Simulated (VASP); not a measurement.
# H in VASP: a series of runs, part 2 of 2

VASP 6.6.1.

## Step 5: Molecular dynamics, r2SCAN+D3(BJ)

File POSCAR:

```
H
1.0
    5.6462160000      0.0000000000      0.0000000000
    0.0000000000      5.6462160000      0.0000000000
    0.0000000000      0.0000000000      5.6462160000
H
12
Direct
    0.4984132500      0.9028188800      1.0015115700
    0.4069641000      0.8331860700      0.9379725900
    0.5665307600      0.4256185800      0.5485999900
    0.5548937400      0.4276444100      0.4180949200
    0.9873322200      0.0448235900      0.6328641700
    0.8894742900      0.0171384000      0.7166036000
    0.7904089500      0.5274202700      0.8719707800
    0.8559028300      0.5558707100      0.7632935900
    0.2289645100      0.4938749300      0.8160422800
    0.2524742300      0.4830372400      0.6872813800
    1.0323346200      0.9880555500      0.2576879000
    0.9459506100      0.9769879800      0.1600723300
```

File INCAR.step1:

```
PREC = Accurate ; ENCUT = 520
ISMEAR = -1 ; SIGMA = 0.02
LREAL = F ; LASPH = T
NELM = 60 ; NBANDS = 18
ISYM = 0 ; GGA = PE
ALGO = Normal ; EDIFF = 1E-4
LWAVE = T ; LCHARG = F
```

File INCAR.step2:

```
PREC = Accurate ; ENCUT = 520
EDIFF = 1E-5 ; ISMEAR = -1
SIGMA = 0.02 ; LREAL = F
LASPH = T ; NELM = 60
ALGO = Normal ; ISIF = 2
LWAVE = F ; LCHARG = T
METAGGA = R2SCAN ; LMIXTAU = T
IVDW = 12 ; VDW_S6 = 1.0
VDW_S8 = 0.78981345 ; VDW_A1 = 0.49484001
VDW_A2 = 5.73083694 ; NBANDS = 18
IBRION = 0 ; NSW = 40
POTIM = 0.75 ; TEBEG = 700.0
TEEND = 700.0 ; ISYM = 0
NELMIN = 4 ; RANDOM_SEED = 737630 0 0
MDALGO = 3 ; LANGEVIN_GAMMA = 20
ISTART = 1
```

File KPOINTS:

```
Automatic mesh
0
Gamma
  1 1 1
```

Potentials or basis: VASP PAW PBE potentials, release 64 (H).

Command:

```bash
cat potpaw_PBE.64/H/POTCAR > POTCAR
cp INCAR.step1 INCAR
mpirun -np 1 vasp_gam > vasp.out
cp INCAR.step2 INCAR
mpirun -np 1 vasp_gam > vasp.out
```

OUTCAR:

```text
PREC = Accurate
   ENCUT = 520
   EDIFF = 1E-5
   ISMEAR = -1
   LREAL = F
   LASPH = T
   NELM = 60
   ISIF = 2
   METAGGA = R2SCAN
   IVDW = 12
   IBRION = 0
   NSW = 40
   POTIM = 0.75
   TEBEG = 700.0
   ISYM = 0
   NELMIN = 4
   ISTART = 1
 IVDW          = 12

 ion  position               nearest neighbor table
   1  0.498  0.903  0.002-   2 0.74
   2  0.407  0.833  0.938-   1 0.74
   3  0.567  0.426  0.549-   4 0.74
   4  0.555  0.428  0.418-   3 0.74
   5  0.987  0.045  0.633-   6 0.74
   6  0.889  0.017  0.717-   5 0.74
   7  0.790  0.527  0.872-   8 0.73
   8  0.856  0.556  0.763-   7 0.73
   9  0.229  0.494  0.816-  10 0.74
  10  0.252  0.483  0.687-   9 0.74
  11  0.032  0.988  0.258-  12 0.74
[... 320 lines left out ...]
  total energy   ETOTAL =       -39.800104 eV

[... ionic steps 4 to 37 ...]

--------------------------------------- Ionic step       38  -------------------------------------------

 number of electron      11.9999999 magnetization

------------------------ aborting loop because EDIFF is reached ----------------------------------------
[... 115 lines left out ...]
--------------------------------------- Ionic step       40  -------------------------------------------

 number of electron      12.0000000 magnetization

 Free energy of the ion-electron system (eV)
  ---------------------------------------------------
  ext. energy  EPLUGINS =         0.00000000
  ---------------------------------------------------
  free energy    TOTEN  =       -40.91248412 eV

  energy without entropy =      -40.91248412  energy(sigma->0) =      -40.91248412

 E-fermi :  -8.6170     XC(G=0):  -4.3194

 val. band max:       -9.0997852644   @ k =   0.0000   0.0000   0.0000
 cond. band min:       1.1790869526   @ k =   0.0000   0.0000   0.0000
 fundamental gap:     10.2788722169
 Fermi energy:        -8.6170325384

 k-point     1 :       0.0000    0.0000    0.0000
  band No.  band energies     occupation
      1     -11.3408      2.00000
      2     -10.0150      2.00000
      3      -9.6717      2.00000
      4      -9.5547      2.00000
      5      -9.3134      2.00000
      6      -9.0998      2.00000
[... 10 lines left out ...]
     17       5.9330      0.00000
[... 48 lines left out ...]
  ENERGY OF THE ELECTRON-ION-THERMOSTAT SYSTEM (eV)
  ---------------------------------------------------
% ion-electron   TOTEN  =       -41.000919  see above
  kinetic energy EKIN   =         0.848069
  kin. lattice  EKIN_LAT=         0.000000  (temperature  546.74 K)
  nose potential ES     =         0.000000
  nose kinetic   EPS    =         0.000000
  ---------------------------------------------------
  total energy   ETOTAL =       -40.152849 eV
```

OUTCAR.step1:

```text
PREC = Accurate
   ENCUT = 520
   ISMEAR = -1
   LREAL = F
   LASPH = T
[... 217 lines left out ...]
      1.29278      2.78852      4.60755        -0.075386     -0.010249      0.149595
      1.42552      2.72733      3.88054         0.018604     -0.024679     -0.118075
      0.18257      5.57878      1.45496         0.164449      0.003182      0.075327
      5.34104      5.51629      0.90380        -0.114105     -0.034082     -0.090855
 -----------------------------------------------------------------------------------
    total drift:                               -0.000127     -0.001482      0.001825

  FREE ENERGIE OF THE ION-ELECTRON SYSTEM (eV)
  ---------------------------------------------------
  free  energy   TOTEN  =       -40.2454461673 eV

  energy  without entropy=      -40.2454461672  energy(sigma->0) =      -40.24544617
```

OSZICAR.step1:

```text
N       E                     dE             d eps       ncg     rms          rms(c)
DAV:   1     0.213376225612E+02    0.21338E+02   -0.44835E+03    36   0.483E+02
DAV:   2    -0.377482109455E+02   -0.59086E+02   -0.55130E+02    40   0.103E+02
DAV:   3    -0.439314387774E+02   -0.61832E+01   -0.61658E+01    48   0.353E+01
DAV:   4    -0.439785134882E+02   -0.47075E-01   -0.47069E-01    40   0.359E+00
DAV:   5    -0.439787825596E+02   -0.26907E-03   -0.26906E-03    48   0.278E-01    0.111E+01
DAV:   6    -0.414986026922E+02    0.24802E+01   -0.84998E-01    48   0.359E+00    0.614E+00
DAV:   7    -0.402175616267E+02    0.12810E+01   -0.22747E+00    48   0.591E+00    0.744E-01
DAV:   8    -0.402532445200E+02   -0.35683E-01   -0.37099E-02    38   0.917E-01    0.452E-01
DAV:   9    -0.402451592420E+02    0.80853E-02   -0.13896E-02    48   0.497E-01    0.716E-02
DAV:  10    -0.402454439183E+02   -0.28468E-03   -0.38111E-04    38   0.103E-01    0.185E-02
DAV:  11    -0.402454461673E+02   -0.22490E-05   -0.10271E-04    36   0.726E-02
   1 F= -.40245446E+02 E0= -.40245446E+02  d E =-.251227E-10
```

Wall time 10 min (1 thread of Intel Xeon 6975P-C (Granite Rapids), shared host); peak memory 0.28 GiB.

What came out:

```yaml
Dispersion_energy_per_atom: -0.007 eV
```

Caveat: the k points lie up to 1.11 Å⁻¹ apart; the PAW data sets were made with another functional, which shifts forces and pressure a little.

## Step 6: Overview

```tsv
task	cell	pressure (GPa)	largest force (eV/Å)
single point	as given, atomic positions A	1.1	1.49
single point	as given, atomic positions B	2.0	3.11
single point	as given, atomic positions C	1.2	1.83
molecular dynamics	as given, atomic positions D	-	-
```

Alike in all rows: level r2SCAN+D3(BJ); potentials or basis VASP PAW PBE potentials, release 64 (H); no spin polarisation; k mesh 1 × 1 × 1; cutoff (eV) 520; smearing fermi-dirac 0.02 eV.

Caveats: all runs use coarse meshes; the PAW data sets were made with another functional, which shifts forces and pressure a little.

Absolute energies hang on the potentials; compare differences alone.
